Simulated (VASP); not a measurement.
A run of VASP 6.6.1 is set up as follows.

File INCAR:

```
SYSTEM = TiSi2
ALGO     = Normal         ! electronic algorithm
EDIFF    = 1E-7           ! SCF threshold, eV
ENCUT    = 520            ! plane-wave cutoff, eV
GGA      = PE             ! functional
ISIF     = 2              ! what is computed and relaxed
ISMEAR   = 0              ! smearing method
LASPH    = .TRUE.         ! aspherical terms in the spheres
LCHARG   = .FALSE.        ! write CHGCAR
LREAL    = .FALSE.        ! projectors in reciprocal space
LWAVE    = .FALSE.        ! write WAVECAR
NBANDS   = 29             ! bands
NELM     = 80             ! most SCF steps
PREC     = Accurate       ! precision mode
SIGMA    = 0.15           ! smearing width, eV
```

Contents of KPOINTS:

```
k-points
0
G
  12 12 12
  0 0 0
```

Contents of POSCAR:

```
TiSi2
1.0
    1.7613272162     -7.1511121023      0.0000000000
    1.7613272162      7.1511121023      0.0000000000
    0.0000000000      0.0000000000      3.5541410419
Ti Si
2 4
Direct
    0.8968075259      0.1031924741      0.7500000000
    0.1031924741      0.8968075259      0.2500000000
    0.5591373592      0.4408626408      0.7500000000
    0.4408626408      0.5591373592      0.2500000000
    0.2498287182      0.7501712818      0.7500000000
    0.7501712818      0.2498287182      0.2500000000
```

Potentials or basis: VASP PAW PBE potentials, release 64 (Ti_sv, Si).

Run with:

```console
$ cat potpaw_PBE.64/Ti_sv/POTCAR potpaw_PBE.64/Si/POTCAR > POTCAR
$ mpirun -np 1 vasp_std > vasp.out
```

**Question.** Predict the pressure.

**Answer.** -3.5 GPa.

**Question.** Predict the band gap on the k mesh.

**Answer.** Zero (band 20 reaches 10.45 eV, above the bottom of band 21 at 9.54 eV).

**Question.** Estimate the largest force.

**Answer.** 0.482 eV/Å.

Forces on the atoms (eV/Å):
```
Ti   0.000  0.482  0.000
Ti   0.000 -0.482  0.000
Si   0.000  0.381  0.000
Si   0.000 -0.381  0.000
Si   0.000 -0.014  0.000
Si   0.000  0.014  0.000
```
